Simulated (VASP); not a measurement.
# ScB2Sb3 (Immm) in VASP: further runs, part 3 of 3

VASP 6.6.1. Earlier steps stand in the parts before.

## Step 5: Single point, PBE

This run uses another cell than the first one, of 28.75 Å³/atom.

INCAR

```
PREC     = Accurate       # precision mode
ENCUT    = 520            # plane-wave cutoff, eV
EDIFF    = 1E-6           # SCF threshold, eV
ISMEAR   = 0              # smearing method
SIGMA    = 0.1            # smearing width, eV
LREAL    = False          # projectors in reciprocal space
LASPH    = True           # aspherical terms in the spheres
NELM     = 60             # most SCF steps
ALGO     = Normal         # electronic algorithm
ISIF     = 2              # what is computed and relaxed
LWAVE    = False          # write WAVECAR
LCHARG   = False          # write CHGCAR
GGA      = PE             # functional
NBANDS   = 25             # bands
```

KPOINTS

```
Automatic mesh
0
Gamma
  10 10 10
```

POSCAR

```
ScB2Sb3
1.0
   -2.4114717244      3.0632494505      5.8382574412
    2.4114717244     -3.0632494505      5.8382574412
    2.4114717244      3.0632494505     -5.8382574412
Sc B Sb
1 2 3
Direct
    0.0000000000      0.5000000000      0.5000000000
    0.3232489805      0.3232489805      0.0000000000
    0.6767510195      0.6767510195      0.0000000000
    0.8543218589      0.8543218589      0.0000000000
    0.1456781411      0.1456781411      0.0000000000
    0.5000000000      0.5000000000      0.0000000000
```

Potentials or basis: VASP PAW PBE potentials, release 64 (Sc_sv, B, Sb).

Command:

```
cat potpaw_PBE.64/Sc_sv/POTCAR potpaw_PBE.64/B/POTCAR potpaw_PBE.64/Sb/POTCAR > POTCAR
mpirun -np 1 vasp_std > vasp.out
```

OUTCAR:

```text
PREC = Accurate
   ENCUT = 520
   EDIFF = 1E-6
   ISMEAR = 0
   LREAL = False
   LASPH = True
   NELM = 60
   ISIF = 2
   GGA = PE

 ion  position               nearest neighbor table
   1  0.000  0.500  0.500-   5 2.95   4 2.95   5 2.95   4 2.95   6 3.06   6 3.06
   2  0.323  0.323  0.000-   6 2.06   5 2.07
   3  0.677  0.677  0.000-   6 2.06   4 2.07
   4  0.854  0.854  0.000-   3 2.07   1 2.95   1 2.95   5 3.40
   5  0.146  0.146  0.000-   2 2.07   1 2.95   1 2.95   4 3.40
   6  0.500  0.500  0.000-   2 2.06   3 2.06   1 3.06   1 3.06

  LATTYP: Found a body centered orthorhombic cell.
 ALAT       =     4.8229434488
 B/A-ratio  =     1.2702821350
 C/A-ratio  =     2.4210349979

  Lattice vectors:

 A1 = (  -2.4114717244,   3.0632494505,   5.8382574412)
 A2 = (   2.4114717244,  -3.0632494505,   5.8382574412)
 A3 = (   2.4114717244,   3.0632494505,  -5.8382574412)

Analysis of symmetry for initial positions (statically):
=====================================================================
 Subroutine PRICEL returns:
 Original cell was already a primitive cell.

 Routine SETGRP: Setting up the symmetry group for a
 body centered orthorhombic supercell.

 Subroutine GETGRP returns: Found  8 space group operations
 (whereof  8 operations were pure point group operations)
 out of a pool of  8 trial point group operations.

The static configuration has the point symmetry D_2h.

Analysis of symmetry for dynamics (positions and initial velocities):
=====================================================================
 Subroutine PRICEL returns:
 Original cell was already a primitive cell.

 Routine SETGRP: Setting up the symmetry group for a
 body centered orthorhombic supercell.

 Subroutine GETGRP returns: Found  8 space group operations
 (whereof  8 operations were pure point group operations)
 out of a pool of  8 trial point group operations.
[... 129 lines left out ...]
     AMIX_MAG =   1.60;   BMIX_MAG =  1.00
  volume/ion in A,a.u.               =      28.75       194.02
  Fermi-wavevector in a.u.,A,eV,Ry     =   0.933660  1.764362 11.860492  0.871722
  Thomas-Fermi vector in A             =   2.060385
   LORBIT       =      0    0 simple, 1 ext, 2 COOP (PROOUT), +10 PAW based schemes
   GGA     = PE    functional components
   LHFCALC =     F    Hartree Fock is set to
   AEXX    =    0.0000 exact exchange contribution
   IVDW    =     0    specifies the selected vdW correction
   LEPSILON=     F    determine dielectric tensor
   LRPA    =     F    only Hartree local field effects (RPA)
 non-spin polarized calculation
 Gauss-broadening in eV      SIGMA  =   0.10
  energy-cutoff  :      520.00
  volume of cell :      172.51
 maximum number of plane-waves:      4690
 NGX is ok and might be reduce to    54
   NGX = 27   NGY = 27   NGZ = 27

 number of electron      31.9999999 magnetization

 Free energy of the ion-electron system (eV)
  ---------------------------------------------------
  ext. energy  EPLUGINS =         0.00000000
  ---------------------------------------------------
  free energy    TOTEN  =       -26.18407285 eV

  energy without entropy =      -26.17407534  energy(sigma->0) =      -26.17907410

 E-fermi :   3.5074     XC(G=0):  -8.5071

 val. band max:        3.5035489256   @ k =  -0.4000  -0.3000   0.2000
 cond. band min:       3.5133866291   @ k =   0.1000   0.4000  -0.0000
 fundamental gap:      0.0098377035
 Fermi energy:         3.5073550873

 k-point     1 :       0.0000    0.0000    0.0000
  band No.  band energies     occupation
      1     -46.8350      2.00000
      2     -25.4656      2.00000
      3     -25.4579      2.00000
      4     -25.4419      2.00000
      5      -7.7495      2.00000
      6      -5.9318      2.00000
[... 661 lines left out ...]
     24       6.3650      0.00000
     25       7.2795      0.00000

 [... further k-points ...]

------------------------ aborting loop because EDIFF is reached ----------------------------------------

  FORCE on cell =-STRESS in cart. coord.  units (eV):
  Direction    XX          YY          ZZ          XY          YZ          ZX
  --------------------------------------------------------------------------------------
  -------------------------------------------------------------------------------------
  Total        0.0235715      0.0197864      1.0659025      0.0000000      0.0000000      0.0000000
  in kB        0.2189225      0.1837682      9.8996601      0.0000000      0.0000000      0.0000000
  external PRESSURE =       3.4341169 kB  Pullay stress =       0.0000000 kB

 VOLUME and BASIS-vectors are now :
 -----------------------------------------------------------------------------
  energy-cutoff  :      520.00
  volume of cell :      172.51
      direct lattice vectors                 reciprocal lattice vectors
    -2.411471724  3.063249450  5.838257441     0.000000000  0.163225362  0.085641993
     2.411471724 -3.063249450  5.838257441     0.207342261  0.000000000  0.085641993
     2.411471724  3.063249450 -5.838257441     0.207342261  0.163225362  0.000000000

 POSITION                                       TOTAL-FORCE (eV/Angst)
 -----------------------------------------------------------------------------------
      2.41147      0.00000      0.00000        -0.000000      0.000000      0.000000
      0.00000      0.00000      3.77442        -0.000000      0.000000      0.002072
      0.00000      0.00000      7.90209        -0.000000      0.000000     -0.002072
      0.00000      0.00000      9.97550        -0.000000      0.000000      0.123161
      0.00000      0.00000      1.70101         0.000000     -0.000000     -0.123161
      0.00000      0.00000      5.83826        -0.000000      0.000000      0.000000
 -----------------------------------------------------------------------------------
    total drift:                                0.000000      0.000000      0.000000

  FREE ENERGIE OF THE ION-ELECTRON SYSTEM (eV)
  ---------------------------------------------------
  free  energy   TOTEN  =       -26.1840728522 eV

  energy  without entropy=      -26.1740753381  energy(sigma->0) =      -26.17907410
```

It took 23 min on 1 thread of Intel Xeon Platinum 8488C (Sapphire Rapids), shared host; peak memory 0.92 GiB.

Results:

| Property | Result |
| --- | --- |
| Free energy | -26.1841 eV |
| Pressure | 0.3 GPa |
| Largest force | 0.123 eV/Å |
| Band gap on the k mesh | zero (bands 16 and 17 overlap by 0.45 eV) |

Forces on the atoms (eV/Å):
```
Sc   0.000  0.000  0.000
B    0.000  0.000  0.002
B    0.000  0.000 -0.002
Sb   0.000  0.000  0.123
Sb   0.000  0.000 -0.123
Sb   0.000  0.000  0.000
```

Caveat: spin-orbit coupling is left out, which moves the levels of the heavy elements.

## Step 6: Overview

| task | cell | k mesh | cutoff (eV) | gap on the mesh (eV) | pressure (GPa) | largest force (eV/Å) |
| --- | --- | --- | --- | --- | --- | --- |
| single point | a = 6.050 Å, angles 130.1, 108.0, 92.7°, 6 atoms, atomic positions A | 4 × 4 × 4 | 520 | none | 96.4 | 34.26 |
| single point | a = 7.026 Å, angles 140.3, 128.8, 66.7°, 6 atoms, atomic positions B | 4 × 4 × 4 | 520 | none | 0.3 | 0.12 |
| relaxation of cell and atoms | relaxed from a = 6.050 Å, angles 130.1, 108.0, 92.7°, 6 atoms, atomic positions A | 4 × 4 × 4 | 600 | none | 0.0 | 0.04 |
| single point | a = 7.020 Å, angles 139.8, 128.3, 67.5°, 6 atoms, atomic positions C | 10 × 10 × 10 | 520 | none | 0.3 | 0.12 |

Alike in all rows: level PBE; potentials or basis VASP PAW PBE potentials, release 64 (Sc_sv, B, Sb); no spin polarisation; smearing gaussian 0.1 eV.

Caveats: some runs use coarse meshes; spin-orbit coupling is left out, which moves the levels of the heavy elements; atoms lie so close that the PAW spheres overlap strongly, which falsifies energies and pressures (at least some runs); forces of over 1 eV/Å act on the atoms, so gaps and moduli don't describe the material at rest (at least some runs); a cell axis changed by over 15 % at a fixed basis, so the end point is rough (at least some runs).

Absolute energies hang on the potentials; compare differences alone.
